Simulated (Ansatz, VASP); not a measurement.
**Two plane-wave programs on Li3SI**

The input POSCAR:

```
Li3SI
1.0
    4.7343653658      0.0000000000      0.0000000000
    0.0000000000      4.7343653658      0.0000000000
    0.0000000000      0.0000000000      4.7343653658
I S Li
1 1 3
Direct
    0.0000000000      0.0000000000      0.0000000000
    0.5000000000      0.5000000000      0.5000000000
    0.5000000000      0.5000000000      0.0000000000
    0.5000000000      0.0000000000      0.5000000000
    0.0000000000      0.5000000000      0.5000000000
```

INCAR.step1

```
SYSTEM = Li3SI
PREC = Accurate ; ENCUT = 520
ISMEAR = 0 ; SIGMA = 0.01
LREAL = .False. ; LASPH = .True.
NELM = 60 ; NBANDS = 19
GGA = PE ; ALGO = Normal
EDIFF = 1E-4 ; LWAVE = .True.
LCHARG = .False.
```

File INCAR.step2:

```
SYSTEM = Li3SI
PREC = Accurate ; ENCUT = 520
EDIFF = 1E-7 ; ISMEAR = 0
SIGMA = 0.01 ; LREAL = .False.
LASPH = .True. ; NELM = 60
ALGO = Normal ; ISIF = 2
LWAVE = .False. ; LCHARG = .False.
METAGGA = R2SCAN ; LMIXTAU = .True.
NBANDS = 19 ; ISTART = 1
```

Contents of KPOINTS:

```
regular mesh
0
Gamma
  6 6 6
  0 0 0
```

Input for Ansatz:

```yaml
crystal:
  lattice:
    - [4.7343653658, 0.0, 0.0]
    - [0.0, 4.7343653658, 0.0]
    - [0.0, 0.0, 4.7343653658]
  atoms:
    - { symbol: I, position: [0.0, 0.0, 0.0] }
    - { symbol: S, position: [0.5, 0.5, 0.5] }
    - { symbol: Li, position: [0.5, 0.5, 0.0] }
    - { symbol: Li, position: [0.5, 0.0, 0.5] }
    - { symbol: Li, position: [0.0, 0.5, 0.5] }
kpoints:
  mp_grid: { grid: [6, 6, 6] }
  band_path:
    path:
      - [0.0, 0.0, 0.0]
      - [0.0, 0.5, 0.0]
      - [0.5, 0.5, 0.0]
      - [0.5, 0.5, 0.5]
      - [0.0, 0.5, 0.5]
    npoints: 1
hamiltonian:
  xc: r2scan
scf:
  occupations: { method: fixed }
  n_extra_bands: 5
output:
  forces: true
  stress: true
  eigenvalues: true
```

Alike in both runs: task single point; functional r2SCAN; k mesh 6 × 6 × 6; no spin polarisation.

|  | VASP | Ansatz |
| --- | --- | --- |
| version | VASP 6.6.1 | Ansatz 0.2.0 |
| potentials or method | VASP PAW PBE potentials, release 64 (I, S, Li_sv) | plane waves, PAW |
| plane-wave cutoff (eV) | 520 | 500 |
| occupations | gaussian, width 0.01 eV | fixed |
| valence electrons in the cell | 22 | 32 |

```tsv
	VASP	Ansatz	Ansatz less VASP
gap on the k mesh at the Fermi level (eV)	4.06	4.12	+0.059
```

VASP's potentials were made for PBE, not for r2SCAN. VASP's potentials hold 22 valence electrons a cell and Ansatz's 32, so a difference there can come from the potentials and not from the codes.

Spin-orbit coupling is off throughout. Noted on VASP's run: the cutoff is short for stress, so the pressure is rough.
